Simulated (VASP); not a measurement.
# K (I4/mmm) in VASP: further runs

The runs below take K through single point, with PBE+D3(BJ).

All numbers are computed with VASP 6.6.1; they aren't measurements. Logs are shortened: lines on timing, memory, paths and dates and some standing lists are left out, and cuts for length are marked.

## (1) The cell of the first run

It takes space group I4/mmm (No. 139, tetragonal). The conventional cell has a = 4.797 Å, b = 4.797 Å, c = 6.852 Å, α = 90.00°, β = 90.00°, γ = 90.00°.

This isn't the form of K at room conditions, which is bcc.

## (2) Single point, PBE+D3(BJ) (strain +0.0100 x Voigt [0, 1, 0, 0, 0, 0])

File INCAR:

```
ALGO = Fast
EDIFF = 1E-6
ENCUT = 520
GGA = PE
ISIF = 2
ISMEAR = 0
IVDW = 12
LASPH = T
LCHARG = F
LREAL = F
LWAVE = F
NBANDS = 10
NELM = 100
PREC = Accurate
SIGMA = 0.15
```

File KPOINTS:

```
k-points
0
Gamma
  12 12 12
```

File POSCAR:

```
K
1.0
    0.0000000000      3.4257915462      3.3918728180
    3.3918728180      0.0000000000      3.3918728180
    3.3918728180      3.4257915462      0.0000000000
K
1
Direct
    0.0000000000      0.0000000000      0.0000000000
```

Potentials or basis: VASP PAW PBE potentials, release 64 (K_sv).

On the command line:

```console
$ cat potpaw_PBE.64/K_sv/POTCAR > POTCAR
$ mpirun -np 1 vasp_std > vasp.out
```

OUTCAR:

```text
EDIFF = 1E-6
   ENCUT = 520
   GGA = PE
   ISIF = 2
   ISMEAR = 0
   IVDW = 12
   LASPH = T
   LREAL = F
   NELM = 100
   PREC = Accurate
 IVDW          = 12

 ion  position               nearest neighbor table
   1  0.000  0.000  0.000-

  LATTYP: Found a body centered tetragonal cell.
 ALAT       =     4.7968325411
 C/A-ratio  =     1.4283556980

  Lattice vectors:

 A1 = (   0.0000000000,  -3.4257915462,   3.3918728180)
 A2 = (   0.0000000000,  -3.4257915462,  -3.3918728180)
 A3 = (   3.3918728180,   3.4257915462,   0.0000000000)

Analysis of symmetry for initial positions (statically):
=====================================================================
 Subroutine PRICEL returns:
 Original cell was already a primitive cell.

 Routine SETGRP: Setting up the symmetry group for a
 body centered tetragonal supercell.

 Subroutine GETGRP returns: Found 16 space group operations
 (whereof 16 operations were pure point group operations)
 out of a pool of 16 trial point group operations.

The static configuration has the point symmetry D_4h.

Analysis of symmetry for dynamics (positions and initial velocities):
=====================================================================
 Subroutine PRICEL returns:
 Original cell was already a primitive cell.

 Routine SETGRP: Setting up the symmetry group for a
 body centered tetragonal supercell.

 Subroutine GETGRP returns: Found 16 space group operations
 (whereof 16 operations were pure point group operations)
 out of a pool of 16 trial point group operations.

The dynamic configuration has the point symmetry D_4h.

 Subroutine INISYM returns: Found 16 space group operations
 (whereof 16 operations are pure point group operations),
 and found     1 'primitive' translations

----------------------------------------------------------------------------------------

                                     Primitive cell

  volume of cell :      78.8261

  direct lattice vectors                    reciprocal lattice vectors
     0.000000000  3.425791546  3.391872818    -0.147411188  0.145951671  0.147411188
     3.391872818  0.000000000  3.391872818     0.147411188 -0.145951671  0.147411188
     3.391872818  3.425791546  0.000000000     0.147411188  0.145951671 -0.147411188

  length of vectors
     4.820876366  4.796832541  4.820876366     0.254483804  0.254483804  0.254483804

  position of ions in fractional coordinates (direct lattice)
     0.000000000  0.000000000  0.000000000

  ion indices of the primitive-cell ions
   primitive index   ion index
                 1           1

----------------------------------------------------------------------------------------

 KPOINTS: k-points

Automatic generation of k-mesh.
 Grid dimensions read from file:
 generate k-points for:   12   12   12

 Generating k-lattice:

  Cartesian coordinates                     Fractional coordinates (reciprocal lattice)
    -0.012284266  0.012162639  0.012284266     0.083333333  0.000000000  0.000000000
     0.012284266 -0.012162639  0.012284266     0.000000000  0.083333333  0.000000000
     0.012284266  0.012162639 -0.012284266     0.000000000  0.000000000  0.083333333

  Length of vectors
     0.021206984  0.021206984  0.021206984

  Shift w.r.t. Gamma in fractional coordinates (k-lattice)
     0.000000000  0.000000000  0.000000000

 Subroutine IBZKPT returns following result:
 ===========================================

 Found    163 irreducible k-points:

 Following reciprocal coordinates:
            Coordinates               Weight
  0.000000  0.000000  0.000000      1.000000
  0.083333  0.000000 -0.000000      8.000000
  0.166667  0.000000 -0.000000      8.000000
  0.250000  0.000000  0.000000      8.000000
  0.333333  0.000000  0.000000      8.000000
  0.416667  0.000000 -0.000000      8.000000
[... 16 lines left out ...]
  0.500000  0.166667 -0.000000     16.000000
 -0.416667  0.166667  0.000000     16.000000
 [... further k-points ...]
   k-points           NKPTS =    163   k-points in BZ     NKDIM =    163   number of bands    NBANDS=     10
   number of dos      NEDOS =    301   number of ions     NIONS =      1
   total plane-waves  NPLWV =  46656
   dimension x,y,z NGX =    36 NGY =   36 NGZ =   36
   dimension x,y,z NGXF=    72 NGYF=   72 NGZF=   72
   ions per type =               1
   NGX,Y,Z   is equivalent  to a cutoff of  12.41, 12.48, 12.41 a.u.
   NGXF,Y,Z  is equivalent  to a cutoff of  24.83, 24.95, 24.83 a.u.
 SYSTEM =  unknown system
   PREC   = accura    normal or accurate (medium, high low for compatibility)
   ISTART =      0    job   : 0-new  1-cont  2-samecut
   ICHARG =      2    charge: 1-file 2-atom 10-const
   ISPIN  =      1    spin polarized calculation?
   LNONCOLLINEAR =      F non collinear calculations
   LSORBIT =      F    spin-orbit coupling
   LASPH  =      T    aspherical Exc in radial PAW
   ENCUT  =  520.0 eV  38.22 Ry    6.18 a.u.   8.96  8.92  8.96*2*pi/ulx,y,z
   NELM   =    100;   NELMIN=  2; NELMDL= -5     # of ELM steps
   EDIFF  = 0.1E-05   stopping-criterion for ELM
   LREAL  =      F    real-space projection
   EDIFFG = 0.1E-04   stopping-criterion for IOM
   NSW    =      0    number of steps for IOM
   IBRION =     -1    ionic relax: 0-MD 1-quasi-New 2-CG
   NFREE  =      0    steps in history (QN), initial steepest desc. (CG)
   ISIF   =      2    stress and relaxation
   ISYM   =      2    0-nonsym 1-usesym 2-fastsym
   POTIM  = 0.5000    time-step for ionic-motion
   TEBEG  =    0.0;   TEEND  =   0.0 temperature during run
   PSTRESS=    0.0 pullay stress
   NELECT =       9.0000    total number of electrons
   NUPDOWN=      -1.0000    fix difference up-down
   EMIN   =  10.00;   EMAX   =-10.00  energy-range for DOS
   EFERMI =   0.00;   METHOD = LEGACY
   ISMEAR =     0;   SIGMA  =   0.15  broadening in eV -4-tet -1-fermi 0-gaus
   EFERMI_NEDOS =   21; number of points for ismear=-14 and -15
   IALGO  =     68    algorithm
   IMIX   =      4    mixing-type and parameters
     AMIX     =   0.40;   BMIX     =  1.00
     AMIX_MAG =   1.60;   BMIX_MAG =  1.00
  volume/ion in A,a.u.               =      78.83       531.94
  Fermi-wavevector in a.u.,A,eV,Ry     =   0.794204  1.500829  8.582021  0.630761
  Thomas-Fermi vector in A             =   1.900291
   LORBIT       =      0    0 simple, 1 ext, 2 COOP (PROOUT), +10 PAW based schemes
   GGA     = PE    functional components
   LHFCALC =     F    Hartree Fock is set to
   AEXX    =    0.0000 exact exchange contribution
   IVDW    =    12    specifies the selected vdW correction
   LEPSILON=     F    determine dielectric tensor
   LRPA    =     F    only Hartree local field effects (RPA)
 non-spin polarized calculation
 RMM-DIIS sequential band-by-band and
 Gauss-broadening in eV      SIGMA  =   0.15
  energy-cutoff  :      520.00
  volume of cell :       78.83
 maximum number of plane-waves:      2156
   NGX = 17   NGY = 17   NGZ = 17

 number of electron       9.0000002 magnetization

 Free energy of the ion-electron system (eV)
  ---------------------------------------------------
  ext. energy  EPLUGINS =         0.00000000
  ---------------------------------------------------
  free energy    TOTEN  =        -1.04944538 eV

  energy without entropy =       -1.04093769  energy(sigma->0) =       -1.04519153

 E-fermi :  -0.2701     XC(G=0):  -5.4867

 val. band max:       -0.3262460924   @ k =   0.2500   0.5000   0.0833
 cond. band min:      -0.2657010026   @ k =  -0.4167   0.0833   0.0000
 fundamental gap:      0.0605450898
 Fermi energy:        -0.2700717743

 k-point     1 :       0.0000    0.0000    0.0000
  band No.  band energies     occupation
      1     -32.4375      2.00000
      2     -15.8919      2.00000
      3     -15.8919      2.00000
      4     -15.8919      2.00000
      5      -2.3266      2.00000
      6       3.8546      0.00000
      7       3.8870      0.00000
      8       3.8870      0.00000
      9       5.0444      0.00000
     10       5.1072      0.00000

 k-point     2 :       0.0833    0.0000   -0.0000
  band No.  band energies     occupation
      1     -32.4373      2.00000
      2     -15.8954      2.00000
      3     -15.8925      2.00000
      4     -15.8924      2.00000
      5      -2.2494      2.00000
      6       3.6461      0.00000
      7       3.8946      0.00000
      8       3.9174      0.00000
      9       4.9727      0.00000
     10       5.0315      0.00000

 k-point     3 :       0.1667    0.0000   -0.0000
  band No.  band energies     occupation
      1     -32.4368      2.00000
      2     -15.9049      2.00000
      3     -15.8939      2.00000
      4     -15.8937      2.00000
      5      -2.0207      2.00000
      6       3.1042      0.00000
      7       3.9400      0.00000
      8       3.9711      0.00000
      9       4.8665      0.00000
     10       4.9124      0.00000

 k-point     4 :       0.2500    0.0000    0.0000
  band No.  band energies     occupation
      1     -32.4361      2.00000
      2     -15.9179      2.00000
      3     -15.8958      2.00000
      4     -15.8954      2.00000
      5      -1.6493      2.00000
      6       2.4215      0.00000
      7       3.9032      0.00000
      8       3.9474      0.00000
      9       4.9343      0.00000
     10       4.9584      0.00000
[... 222 lines left out ...]
 k-point    22 :       0.4167    0.1667   -0.0000
  band No.  band energies     occupation
      1     -32.4349      2.00000
      2     -15.9329      2.00000
      3     -15.9039      2.00000
      4     -15.9023      2.00000
      5      -0.7060      1.99996
      6       1.5628      0.00000
      7       3.0952      0.00000
      8       3.8369      0.00000
      9       4.6504      0.00000
     10       5.7620      0.00000

 k-point    23 :       0.5000    0.1667   -0.0000
  band No.  band energies     occupation
      1     -32.4346      2.00000
      2     -15.9384      2.00000
      3     -15.9066      2.00000
      4     -15.9024      2.00000
      5      -0.0788      0.07137
      6       0.8427      0.00000
      7       2.9619      0.00000
      8       3.7895      0.00000
      9       4.7783      0.00000
     10       5.8605      0.00000

 k-point    24 :      -0.4167    0.1667    0.0000
  band No.  band energies     occupation
      1     -32.4346      2.00000
      2     -15.9387      2.00000
      3     -15.9083      2.00000
      4     -15.9014      2.00000
      5       0.1322      0.00015
      6       0.6233      0.00000
      7       2.8788      0.00000
      8       3.7982      0.00000
      9       4.9480      0.00000
     10       5.5484      0.00000

 [... further k-points ...]

------------------------ aborting loop because EDIFF is reached ----------------------------------------

 Edisp (eV)   -0.10538

 E8    (eV) :    -0.0569

  FORCE on cell =-STRESS in cart. coord.  units (eV):
  Direction    XX          YY          ZZ          XY          YZ          ZX
  --------------------------------------------------------------------------------------
  -------------------------------------------------------------------------------------
  Total      -0.21627    -0.22061    -0.21627     0.00000     0.00000     0.00000
  in kB      -4.39569    -4.48396    -4.39569     0.00000     0.00000     0.00000
  external pressure =       -4.43 kB  Pullay stress =        0.00 kB

 VOLUME and BASIS-vectors are now :
 -----------------------------------------------------------------------------
  energy-cutoff  :      520.00
  volume of cell :       78.83
      direct lattice vectors                 reciprocal lattice vectors
     0.000000000  3.425791546  3.391872818    -0.147411188  0.145951671  0.147411188
     3.391872818  0.000000000  3.391872818     0.147411188 -0.145951671  0.147411188
     3.391872818  3.425791546  0.000000000     0.147411188  0.145951671 -0.147411188

 POSITION                                       TOTAL-FORCE (eV/Angst)
 -----------------------------------------------------------------------------------
      0.00000      0.00000      0.00000         0.000000      0.000000     -0.000000
 -----------------------------------------------------------------------------------
    total drift:                               -0.000000      0.000000      0.000000

  FREE ENERGIE OF THE ION-ELECTRON SYSTEM (eV)
  ---------------------------------------------------
  free  energy   TOTEN  =        -1.1548204032 eV

  energy  without entropy=       -1.1463127189  energy(sigma->0) =       -1.15056656
```

Run time: 37 s. Hardware: 1 thread of Intel Xeon 6975P-C (Granite Rapids), shared host; peak memory 0.29 GiB.

What came out:

- Free energy: -1.1548 eV
- Pressure: -0.4 GPa
- Band gap on the k mesh: zero (an odd number of electrons rules out a gap without spin polarisation)
- Dispersion energy per atom: -0.105 eV

Levels at points of the mesh, in eV from the Fermi level:
```tsv
k point	band 3	band 4	band 5	band 6	band 7	band 8
(0.00, 0.00, 0.00)	-15.62	-15.62	-2.06	4.12	4.16	4.16
(0.50, 0.00, 0.00)	-15.63	-15.63	0.32	0.53	3.91	3.97
(0.50, 0.50, 0.00)	-15.64	-15.64	0.94	1.33	2.33	4.66
(0.50, 0.00, 0.50)	-15.64	-15.64	0.90	1.27	2.36	4.73
```

Caveat: the cell differs from its parent crystal (strain +0.0100 x Voigt [0, 1, 0, 0, 0, 0]).

[end of part 1 of 2]
